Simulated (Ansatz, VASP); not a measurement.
## One calculation of BaCuSF, two programs

```
Ba Cu S F
1.0
     4.12993    0.00000    0.00000
     0.00000    4.12993    0.00000
     0.00000    0.00000    9.10647
Ba Cu S F
2 2 2 2
Direct
  0.00000 0.50000 0.81990
  0.50000 0.00000 0.18010
  0.50000 0.50000 0.50000
  0.00000 0.00000 0.50000
  0.00000 0.50000 0.35651
  0.50000 0.00000 0.64349
  0.50000 0.50000 0.00000
  0.00000 0.00000 0.00000
```

Alike in both runs: task single point; functional LDA; k mesh 6 × 6 × 2; no spin polarisation.

|  | VASP | Ansatz |
| --- | --- | --- |
| version | VASP 6.6.1 | Ansatz 0.2.0 |
| potentials or method | VASP PAW LDA potentials, release 64 (Ba_sv, Cu, S, F) | plane waves, PAW |
| plane-wave cutoff (eV) | 520 | 420 |
| occupations | gaussian, width 0.01 eV | fixed |
| valence electrons in the cell | 68 | 84 |

VASP gave:

| Item | Value |
| --- | --- |
| gap on the k mesh at the Fermi level (eV) | 1.51 |

What did Ansatz give for the same quantities?

gap on the k mesh at the Fermi level (eV): 1.49.

LDA's correlation is that of Perdew and Zunger in VASP and of Perdew and Wang (1992) in Ansatz. VASP's potentials hold 68 valence electrons a cell and Ansatz's 84, so a difference there can come from the potentials and not from the codes.

Spin-orbit coupling is off throughout.
